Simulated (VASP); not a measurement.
# Ti8Ru8Au in VASP: further runs

Runs on Ti8Ru8Au. Level: PBE. Tasks: single point.

Program: VASP 6.6.1. These are calculated values, not measurements. Logs are shortened: lines on timing, memory, paths and dates and some standing lists are left out, and cuts for length are marked.

### Step 1. The cell of the first run

The cell holds a slab with vacuum, 17 atoms: a = 6.140 Å, b = 6.140 Å, c = 16.605 Å, α = 90.00°, β = 90.00°, γ = 90.00°.

### Step 2. Single point, PBE

Input file INCAR:

```
SYSTEM = Ti8Ru8Au
PREC     = Accurate       ! precision mode
ENCUT    = 520            ! plane-wave cutoff, eV
EDIFF    = 1E-7           ! SCF threshold, eV
ISMEAR   = -1             ! smearing method
SIGMA    = 0.1            ! smearing width, eV
LREAL    = Auto         
LASPH    = .True.         ! aspherical terms in the spheres
NELM     = 80             ! most SCF steps
ALGO     = Normal         ! electronic algorithm
ISIF     = 2              ! what is computed and relaxed
LWAVE    = .False.        ! write WAVECAR
LCHARG   = .False.        ! write CHGCAR
GGA      = PE             ! functional
NBANDS   = 124            ! bands
```

Input file KPOINTS:

```
regular mesh
0
Gamma
  3 3 1
  0 0 0
```

Input file POSCAR:

```
Ti8Ru8Au
1.0
    6.1400000000      0.0000000000      0.0000000000
    0.0000000000      6.1400000000      0.0000000000
    0.0000000000      0.0000000000     16.6050000000
Ti Ru Au
8 8 1
Direct
    0.2493136808      0.2492687296      0.1342622102
    0.2535491857      0.2535333876      0.3222268594
    0.2492851792      0.7502092834      0.1342640169
    0.2538631922      0.7449912052      0.3222934056
    0.7502592834      0.2492364821      0.1342639566
    0.7450068404      0.2537628664      0.3222657633
    0.7502083062      0.7501644951      0.1342672689
    0.7452382736      0.7451371336      0.3223270702
    0.0000000000      0.0000000000      0.0602228245
   -0.0003778502     -0.0004309446      0.2414232460
    0.0000000000      0.5000000000      0.0602228245
   -0.0003758958      0.4996356678      0.2396140319
    0.5000000000      0.0000000000      0.0602228245
    0.4996679153     -0.0004296417      0.2396138512
    0.5000000000      0.5000000000      0.0602228245
    0.4996996743      0.4996547231      0.2356752785
    0.4985084691      0.4982001629      0.4337142427
```

Potentials or basis: VASP PAW PBE potentials, release 64 (Ti_sv, Ru_pv, Au).

Started as:

```sh
$ cat potpaw_PBE.64/Ti_sv/POTCAR potpaw_PBE.64/Ru_pv/POTCAR potpaw_PBE.64/Au/POTCAR > POTCAR
$ mpirun -np 1 vasp_std > vasp.out
```

OUTCAR:

```text
SYSTEM = Ti8Ru8Au
   PREC = Accurate
   ENCUT = 520
   EDIFF = 1E-7
   ISMEAR = -1
   LREAL = Auto
   LASPH = .True.
   NELM = 80
   ISIF = 2
   GGA = PE

 ion  position               nearest neighbor table
   1  0.249  0.249  0.134-   9 2.49  13 2.49  11 2.49  15 2.50  16 2.75  14 2.79  12 2.79  10 2.80

   2  0.254  0.254  0.322-  12 2.57  14 2.57  16 2.58  10 2.58  17 2.82
   3  0.249  0.750  0.134-   9 2.49  11 2.49  13 2.50  15 2.50  16 2.75  14 2.79  12 2.79  10 2.80

   4  0.254  0.745  0.322-  12 2.57  14 2.57  16 2.57  10 2.59  17 2.82
   5  0.750  0.249  0.134-   9 2.49  13 2.49  11 2.50  15 2.50  16 2.75  12 2.79  14 2.79  10 2.80

   6  0.745  0.254  0.322-  14 2.57  12 2.57  16 2.57  10 2.58  17 2.82
   7  0.750  0.750  0.134-   9 2.49  11 2.49  13 2.49  15 2.50  16 2.75  12 2.79  14 2.79  10 2.80

   8  0.745  0.745  0.322-  12 2.57  14 2.57  16 2.57  10 2.59  17 2.83
   9  0.000  0.000  0.060-   1 2.49   5 2.49   3 2.49   7 2.49  10 3.01  11 3.07  13 3.07  11 3.07
                            13 3.07
  10  1.000  1.000  0.241-   2 2.58   6 2.58   4 2.59   8 2.59   7 2.80   3 2.80   5 2.80   1 2.80
                             9 3.01  12 3.07  14 3.07  14 3.07  12 3.07
  11  0.000  0.500  0.060-   3 2.49   7 2.49   1 2.49   5 2.50  12 2.98   9 3.07  15 3.07   9 3.07
                            15 3.07
  12  1.000  0.500  0.240-   4 2.57   2 2.57   8 2.57   6 2.57   5 2.79   7 2.79   1 2.79   3 2.79
                            11 2.98  10 3.07  16 3.07  10 3.07  16 3.07
  13  0.500  0.000  0.060-   5 2.49   1 2.49   7 2.49   3 2.50  14 2.98   9 3.07  15 3.07  15 3.07
                             9 3.07
  14  0.500  1.000  0.240-   6 2.57   2 2.57   8 2.57   4 2.57   3 2.79   7 2.79   1 2.79   5 2.79
                            13 2.98  10 3.07  16 3.07  10 3.07  16 3.07
  15  0.500  0.500  0.060-   7 2.50   3 2.50   5 2.50   1 2.50  16 2.91  13 3.07  11 3.07  13 3.07
                            11 3.07
  16  0.500  0.500  0.236-   8 2.57   6 2.57   4 2.57   2 2.58   1 2.75   3 2.75   5 2.75   7 2.75
                            15 2.91  14 3.07  12 3.07  12 3.07  14 3.07  17 3.29
  17  0.499  0.498  0.434-   2 2.82   6 2.82   4 2.82   8 2.83  16 3.29

  LATTYP: Found a simple tetragonal cell.
 ALAT       =     6.1400000000
 C/A-ratio  =     2.7043973941

  Lattice vectors:

 A1 = (   6.1400000000,   0.0000000000,   0.0000000000)
 A2 = (   0.0000000000,   6.1400000000,   0.0000000000)
 A3 = (   0.0000000000,   0.0000000000,  16.6050000000)

Analysis of symmetry for initial positions (statically):
=====================================================================
 Subroutine PRICEL returns:
 Original cell was already a primitive cell.

 Routine SETGRP: Setting up the symmetry group for a
 simple tetragonal supercell.

 Subroutine GETGRP returns: Found  1 space group operations
 (whereof  1 operations were pure point group operations)
 out of a pool of 16 trial point group operations.

The static configuration has the point symmetry C_1 .

Analysis of symmetry for dynamics (positions and initial velocities):
=====================================================================
 Subroutine PRICEL returns:
 Original cell was already a primitive cell.

 Routine SETGRP: Setting up the symmetry group for a
 simple tetragonal supercell.

 Subroutine GETGRP returns: Found  1 space group operations
 (whereof  1 operations were pure point group operations)
 out of a pool of 16 trial point group operations.

The dynamic configuration has the point symmetry C_1 .

 Subroutine INISYM returns: Found  1 space group operations
 (whereof  1 operations are pure point group operations),
 and found     1 'primitive' translations

----------------------------------------------------------------------------------------

                                     Primitive cell

  volume of cell :     626.0019

  direct lattice vectors                    reciprocal lattice vectors
     6.140000000  0.000000000  0.000000000     0.162866450  0.000000000  0.000000000
     0.000000000  6.140000000  0.000000000     0.000000000  0.162866450  0.000000000
     0.000000000  0.000000000 16.605000000     0.000000000  0.000000000  0.060222824

  length of vectors
     6.140000000  6.140000000 16.605000000     0.162866450  0.162866450  0.060222824

  position of ions in fractional coordinates (direct lattice)
     0.249313681  0.249268730  0.134262210
     0.253549186  0.253533388  0.322226859
     0.249285179  0.750209283  0.134264017
     0.253863192  0.744991205  0.322293406
     0.750259283  0.249236482  0.134263957
     0.745006840  0.253762866  0.322265763
[... 9 lines left out ...]
     0.499699674  0.499654723  0.235675278
     0.498508469  0.498200163  0.433714243

  ion indices of the primitive-cell ions
   primitive index   ion index
                 1           1
                 2           2
                 3           3
                 4           4
                 5           5
                 6           6
[... 9 lines left out ...]
                16          16
                17          17

----------------------------------------------------------------------------------------

 KPOINTS: regular mesh

Automatic generation of k-mesh.
 Grid dimensions read from file:
 generate k-points for:    3    3    1

 Generating k-lattice:

  Cartesian coordinates                     Fractional coordinates (reciprocal lattice)
     0.054288817  0.000000000  0.000000000     0.333333333  0.000000000  0.000000000
     0.000000000  0.054288817  0.000000000     0.000000000  0.333333333  0.000000000
     0.000000000  0.000000000  0.060222824     0.000000000  0.000000000  1.000000000

  Length of vectors
     0.054288817  0.054288817  0.060222824

  Shift w.r.t. Gamma in fractional coordinates (k-lattice)
     0.000000000  0.000000000  0.000000000

 Subroutine IBZKPT returns following result:
 ===========================================

 Found      5 irreducible k-points:

 Following reciprocal coordinates:
            Coordinates               Weight
  0.000000  0.000000  0.000000      1.000000
  0.333333  0.000000  0.000000      2.000000
  0.000000  0.333333  0.000000      2.000000
  0.333333  0.333333  0.000000      2.000000
 -0.333333  0.333333  0.000000      2.000000
   k-points           NKPTS =      5   k-points in BZ     NKDIM =      5   number of bands    NBANDS=    124
   number of dos      NEDOS =    301   number of ions     NIONS =     17
   total plane-waves  NPLWV = 290304
   dimension x,y,z NGX =    48 NGY =   48 NGZ =  126
   dimension x,y,z NGXF=    96 NGYF=   96 NGZF=  252
   ions per type =               8   8   1
   NGX,Y,Z   is equivalent  to a cutoff of  13.00, 13.00, 12.61 a.u.
   NGXF,Y,Z  is equivalent  to a cutoff of  25.99, 25.99, 25.23 a.u.
 SYSTEM =  Ti8Ru8Au
   PREC   = accura    normal or accurate (medium, high low for compatibility)
   ISTART =      0    job   : 0-new  1-cont  2-samecut
   ICHARG =      2    charge: 1-file 2-atom 10-const
   ISPIN  =      1    spin polarized calculation?
   LNONCOLLINEAR =      F non collinear calculations
   LSORBIT =      F    spin-orbit coupling
   LASPH  =      T    aspherical Exc in radial PAW
   ENCUT  =  520.0 eV  38.22 Ry    6.18 a.u.  11.42 11.42 30.87*2*pi/ulx,y,z
   NELM   =     80;   NELMIN=  2; NELMDL= -5     # of ELM steps
   EDIFF  = 0.1E-06   stopping-criterion for ELM
   LREAL  =      T    real-space projection
   EDIFFG = 0.1E-05   stopping-criterion for IOM
   NSW    =      0    number of steps for IOM
   IBRION =     -1    ionic relax: 0-MD 1-quasi-New 2-CG
   NFREE  =      0    steps in history (QN), initial steepest desc. (CG)
   ISIF   =      2    stress and relaxation
   ISYM   =      2    0-nonsym 1-usesym 2-fastsym
   POTIM  = 0.5000    time-step for ionic-motion
   TEBEG  =    0.0;   TEEND  =   0.0 temperature during run
   PSTRESS=    0.0 pullay stress
   NELECT =     219.0000    total number of electrons
   NUPDOWN=      -1.0000    fix difference up-down
   EMIN   =  10.00;   EMAX   =-10.00  energy-range for DOS
   EFERMI =   0.00;   METHOD = LEGACY
   ISMEAR =    -1;   SIGMA  =   0.10  broadening in eV -4-tet -1-fermi 0-gaus
   EFERMI_NEDOS =   21; number of points for ismear=-14 and -15
   IALGO  =     38    algorithm
   IMIX   =      4    mixing-type and parameters
     AMIX     =   0.40;   BMIX     =  1.00
     AMIX_MAG =   1.60;   BMIX_MAG =  1.00
  volume/ion in A,a.u.               =      36.82       248.50
  Fermi-wavevector in a.u.,A,eV,Ry     =   1.153536  2.179866 18.104515  1.330644
  Thomas-Fermi vector in A             =   2.290179
   LORBIT       =      0    0 simple, 1 ext, 2 COOP (PROOUT), +10 PAW based schemes
   GGA     = PE    functional components
   LHFCALC =     F    Hartree Fock is set to
   AEXX    =    0.0000 exact exchange contribution
   IVDW    =     0    specifies the selected vdW correction
   LEPSILON=     F    determine dielectric tensor
   LRPA    =     F    only Hartree local field effects (RPA)
 non-spin polarized calculation
  energy-cutoff  :      520.00
  volume of cell :      626.00
 maximum number of plane-waves:     16889
 NGX is ok and might be reduce to    48
   NGX = 23   NGY = 23   NGZ = 61

 number of electron     219.0000031 magnetization

 Free energy of the ion-electron system (eV)
  ---------------------------------------------------
  ext. energy  EPLUGINS =         0.00000000
  ---------------------------------------------------
  free energy    TOTEN  =      -139.98026305 eV

  energy without entropy =     -139.66318143  energy(sigma->0) =     -139.82172224

 E-fermi :   2.0414     XC(G=0):  -6.4782

 val. band max:        2.0390696154   @ k =   0.0000   0.0000   0.0000
 cond. band min:       2.1073206317   @ k =  -0.3333   0.3333   0.0000
 fundamental gap:      0.0682510163
 Fermi energy:         2.0414442957

 k-point     1 :       0.0000    0.0000    0.0000
  band No.  band energies     occupation
      1     -55.3863      2.00000
      2     -55.3657      2.00000
      3     -55.3653      2.00000
      4     -55.3426      2.00000
      5     -54.8229      2.00000
      6     -54.8033      2.00000
[... 609 lines left out ...]
    120       2.9702      0.00019
    121       3.0625      0.00007
 [bands above 121 left out]

------------------------ aborting loop because EDIFF is reached ----------------------------------------

  FORCE on cell =-STRESS in cart. coord.  units (eV):
  Direction    XX          YY          ZZ          XY          YZ          ZX
  --------------------------------------------------------------------------------------
  -------------------------------------------------------------------------------------
  Total       -5.9196852     -5.9225660     -0.1110316     -0.0020214      0.0745809      0.0612986
  in kB      -15.1507304    -15.1581035     -0.2841723     -0.0051735      0.1908810      0.1568864
  external PRESSURE =     -10.1976687 kB  Pullay stress =       0.0000000 kB

 VOLUME and BASIS-vectors are now :
 -----------------------------------------------------------------------------
  energy-cutoff  :      520.00
  volume of cell :      626.00
      direct lattice vectors                 reciprocal lattice vectors
     6.140000000  0.000000000  0.000000000     0.162866450  0.000000000  0.000000000
     0.000000000  6.140000000  0.000000000     0.000000000  0.162866450  0.000000000
     0.000000000  0.000000000 16.605000000     0.000000000  0.000000000  0.060222824

 POSITION                                       TOTAL-FORCE (eV/Angst)
 -----------------------------------------------------------------------------------
      1.53079      1.53051      2.22942        -0.003401     -0.003177      0.037916
      1.55679      1.55669      5.35058         0.009851      0.008473      0.003512
      1.53061      4.60629      2.22945         0.001925      0.004839      0.035851
      1.55872      4.57425      5.35168         0.000512     -0.004279      0.001618
      4.60659      1.53031      2.22945         0.003537      0.003303      0.036365
      4.57434      1.55810      5.35122        -0.004607     -0.001212      0.002513
[... 9 lines left out ...]
      3.06816      3.06788      3.91339        -0.000027      0.000834     -0.023735
      3.06084      3.05895      7.20183         0.007587      0.008686      0.009274
 -----------------------------------------------------------------------------------
    total drift:                               -0.002589     -0.002725      0.042161

  FREE ENERGIE OF THE ION-ELECTRON SYSTEM (eV)
  ---------------------------------------------------
  free  energy   TOTEN  =      -139.9802630491 eV

  energy  without entropy=     -139.6631814264  energy(sigma->0) =     -139.82172224
```

Wall time 21 min (1 thread of Intel Xeon Platinum 8559C (Emerald Rapids), shared host); peak memory 0.72 GiB.

What came out:

| Property | Result |
| --- | --- |
| Free energy | -139.9803 eV |
| Largest force | 0.168 eV/Å |

Forces in eV/Å, atoms in the order of the input:
```
Ti  -0.003 -0.003  0.038
Ti   0.010  0.008  0.004
Ti   0.002  0.005  0.036
Ti   0.001 -0.004  0.002
Ti   0.004  0.003  0.036
Ti  -0.005 -0.001  0.003
Ti   0.004  0.005  0.031
Ti  -0.002 -0.001  0.001
Ru  -0.004 -0.005  0.052
Ru  -0.001 -0.002 -0.014
Ru  -0.004 -0.004  0.014
Ru   0.000  0.000 -0.017
Ru  -0.004 -0.005  0.014
Ru   0.000  0.000 -0.017
Ru  -0.004 -0.005 -0.168
Ru   0.000  0.001 -0.024
Au   0.008  0.009  0.009
```

Caveat: spin-orbit coupling is left out, which moves the levels of the heavy elements.

### Step 3. Single point, PBE

Input file INCAR:

```
SYSTEM = Ti8Ru8Au
PREC = Accurate
ENCUT = 520
EDIFF = 1E-6
ISMEAR = -1
SIGMA = 0.1
LREAL = Auto
LASPH = .TRUE.
NELM = 80
ALGO = Normal
ISIF = 2
LWAVE = .FALSE.
LCHARG = .FALSE.
GGA = PE
NBANDS = 124
```

Input file KPOINTS:

```
Automatic mesh
0
G
  3 3 1
  0 0 0
```

Input file POSCAR:

```
Ti8Ru8Au
1.0
    6.1400000000      0.0000000000      0.0000000000
    0.0000000000      6.1400000000      0.0000000000
    0.0000000000      0.0000000000     16.6050000000
Ti Ru Au
8 8 1
Direct
    0.2502592834      0.2492364821      0.1342639566
    0.2450068404      0.2537628664      0.3222657633
    0.2502083062      0.7501644951      0.1342672689
    0.2452382736      0.7451371336      0.3223270702
    0.7493136808      0.2492687296      0.1342622102
    0.7535491857      0.2535333876      0.3222268594
    0.7492851792      0.7502092834      0.1342640169
    0.7538631922      0.7449912052      0.3222934056
    0.0000000000      0.0000000000      0.0602228245
   -0.0003320847     -0.0004296417      0.2396138512
    0.0000000000      0.5000000000      0.0602228245
   -0.0003003257      0.4996547231      0.2356752785
    0.5000000000      0.0000000000      0.0602228245
    0.4996221498     -0.0004309446      0.2414232460
    0.5000000000      0.5000000000      0.0602228245
    0.4996241042      0.4996356678      0.2396140319
    0.9985084691      0.4982001629      0.4337142427
```

Potentials or basis: VASP PAW PBE potentials, release 64 (Ti_sv, Ru_pv, Au).

Started as:

```sh
$ cat potpaw_PBE.64/Ti_sv/POTCAR potpaw_PBE.64/Ru_pv/POTCAR potpaw_PBE.64/Au/POTCAR > POTCAR
$ mpirun -np 1 vasp_std > vasp.out
```

Run time: 23 min. Hardware: 1 thread of Intel Xeon Platinum 8259CL at 2.50GHz (Skylake/Cascade Lake), shared host; peak memory 0.74 GiB.

The run converged. Its results:

* Free energy: -139.9803 eV
* Largest force: 0.168 eV/Å

Forces on the atoms (eV/Å):
```
Ti   0.004  0.003  0.036
Ti  -0.005 -0.001  0.002
Ti   0.004  0.005  0.031
Ti  -0.002 -0.001  0.001
Ti  -0.003 -0.003  0.038
Ti   0.010  0.008  0.003
Ti   0.002  0.005  0.036
Ti   0.001 -0.004  0.002
Ru  -0.004 -0.005  0.014
Ru   0.000  0.000 -0.017
Ru  -0.004 -0.005 -0.168
Ru   0.000  0.001 -0.024
Ru  -0.004 -0.005  0.052
Ru  -0.001 -0.002 -0.014
Ru  -0.004 -0.004  0.014
Ru   0.000  0.000 -0.017
Au   0.008  0.009  0.009
```

Levels at points of the mesh, in eV from the Fermi level:
| k point | band 105 | band 106 | band 107 | band 108 | band 109 | band 110 | band 111 | band 112 | band 113 | band 114 |
| --- | --- | --- | --- | --- | --- | --- | --- | --- | --- | --- |
| (0.00, 0.00, 0.00) | -0.60 | -0.48 | -0.08 | 0.00 | 0.12 | 0.12 | 0.34 | 0.44 | 0.54 | 0.59 |

Caveat: spin-orbit coupling is left out, which moves the levels of the heavy elements.
